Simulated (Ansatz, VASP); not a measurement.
**GeSe: VASP beside Ansatz**

POSCAR

```
GeSe
1.0
   11.2560349400      0.0000000000      0.0000000000
    0.0000000000      3.7871878600      0.0000000000
    0.0000000000      0.0000000000      4.6643635200
Ge Se
4 4
Direct
    0.1290986400      0.2500000000      0.1190017300
    0.8709013600      0.7500000000      0.8809982700
    0.3709013600      0.7500000000      0.6190017300
    0.6290986400      0.2500000000      0.3809982700
    0.8492791900      0.2500000000      0.5154685600
    0.1507208100      0.7500000000      0.4845314400
    0.6507208100      0.7500000000      0.0154685600
    0.3492791900      0.2500000000      0.9845314400
```

The input INCAR.step1:

```
SYSTEM = GeSe
  ALGO = Normal
  EDIFF = 1E-5
  ENCUT = 550
  GGA = PE
  GGA_COMPAT = .False.
  ISMEAR = 0
  LASPH = .True.
  LCHARG = .False.
  LREAL = .False.
  LWAVE = .True.
  NBANDS = 50
  NELM = 120
  PREC = Accurate
  SIGMA = 0.1
```

Contents of INCAR.step2:

```
SYSTEM = GeSe
  ALGO = Normal
  EDIFF = 1E-6
  ENCUT = 550
  GGA_COMPAT = .False.
  ISIF = 2
  ISMEAR = 0
  ISTART = 1
  LASPH = .True.
  LCHARG = .False.
  LMIXTAU = .True.
  LREAL = .False.
  LWAVE = .False.
  METAGGA = R2SCAN
  NBANDS = 50
  NELM = 120
  PREC = Accurate
  SIGMA = 0.1
```

The input KPOINTS:

```
k-points
0
Gamma
  2 6 4
  0 0 0
```

Input for Ansatz:

```yaml
crystal:
  lattice:
    - [11.25603494, 0.0, 0.0]
    - [0.0, 3.78718786, 0.0]
    - [0.0, 0.0, 4.66436352]
  atoms:
    - { symbol: Ge, position: [0.12909864, 0.25, 0.11900173] }
    - { symbol: Ge, position: [0.87090136, 0.75, 0.88099827] }
    - { symbol: Ge, position: [0.37090136, 0.75, 0.61900173] }
    - { symbol: Ge, position: [0.62909864, 0.25, 0.38099827] }
    - { symbol: Se, position: [0.84927919, 0.25, 0.51546856] }
    - { symbol: Se, position: [0.15072081, 0.75, 0.48453144] }
    - { symbol: Se, position: [0.65072081, 0.75, 0.01546856] }
    - { symbol: Se, position: [0.34927919, 0.25, 0.98453144] }
basis:
  ecutwfc: 500
kpoints:
  mp_grid: { grid: [2, 6, 4] }
hamiltonian:
  xc: r2scan
  pseudopotentials: { kind: paw, azcp: { folder: soft_1 } }
scf:
  occupations: { method: gaussian, width: 0.1 }
output:
  forces: true
  stress: true
  eigenvalues: true
```

Alike in both runs: task single point; functional r2SCAN; k mesh 2 × 6 × 4; occupations gaussian, width 0.1 eV; no spin polarisation.

|  | VASP | Ansatz |
| --- | --- | --- |
| version | VASP 6.6.1 | Ansatz 0.2.0 |
| potentials or method | VASP PAW PBE potentials, release 64 (Ge_d, Se), cutoff 550 eV | scalar-relativistic, plane waves, PAW |
| valence electrons in the cell | 80 | 120 |

Ansatz gave:

| Item | Value |
| --- | --- |
| gap on the k mesh at the Fermi level (eV) | 1.09 |
| least direct gap on the mesh (eV) | 1.09 |
| pressure (GPa) | 0.0 |
| traceless stress, the component that is largest in VASP (GPa) | 0.09 |
| rms of the force components (eV/Å) | 0.009 |

**Question.** Estimate VASP's values.

**Answer.** gap on the k mesh at the Fermi level (eV): 1.09; least direct gap on the mesh (eV): 1.09; pressure (GPa): 0.1; traceless stress, the component that is largest in VASP (GPa): 0.09; rms of the force components (eV/Å): 0.007.

VASP's potentials were made for PBE, not for r2SCAN. Atom by atom the forces differ by 0.011 eV/Å (rms over components). VASP's potentials hold 80 valence electrons a cell and Ansatz's 120, so a difference there can come from the potentials and not from the codes.
